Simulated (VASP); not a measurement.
Here is a VASP 6.6.1 calculation.

Contents of INCAR:

```
SYSTEM = BaS
ALGO = Normal
EDIFF = 1E-6
ENCUT = 500
GGA = PE
GGA_COMPAT = .False.
ISIF = 2
ISMEAR = 0
LASPH = .True.
LCHARG = .False.
LREAL = .False.
LWAVE = .False.
NBANDS = 15
NELM = 120
PREC = Accurate
SIGMA = 0.02
```

The input KPOINTS:

```
k-points
0
Gamma
  7 7 7
  0 0 0
```

POSCAR

```
BaS
1.0
    0.0000000000      3.1937500000      3.1937500000
    3.1937500000      0.0000000000      3.1937500000
    3.1937500000      3.1937500000      0.0000000000
Ba S
1 1
Direct
    0.0000000000      0.0000000000      0.0000000000
    0.5000000000      0.5000000000      0.5000000000
```

Potentials or basis: VASP PAW PBE potentials, release 64 (Ba_sv, S).

Run with:

```console
$ cat potpaw_PBE.64/Ba_sv/POTCAR potpaw_PBE.64/S/POTCAR > POTCAR
$ mpirun -np 1 vasp_std > vasp.out
```

Q: Predict the pressure.

A: 1.4 GPa.

Q: Estimate the band gap on the k mesh.

A: 2.17 eV (least direct gap 2.31 eV).

Caveat: spin-orbit coupling is left out, which moves the levels of the heavy elements; an odd mesh through Γ misses points on the zone boundary, where band edges can lie.
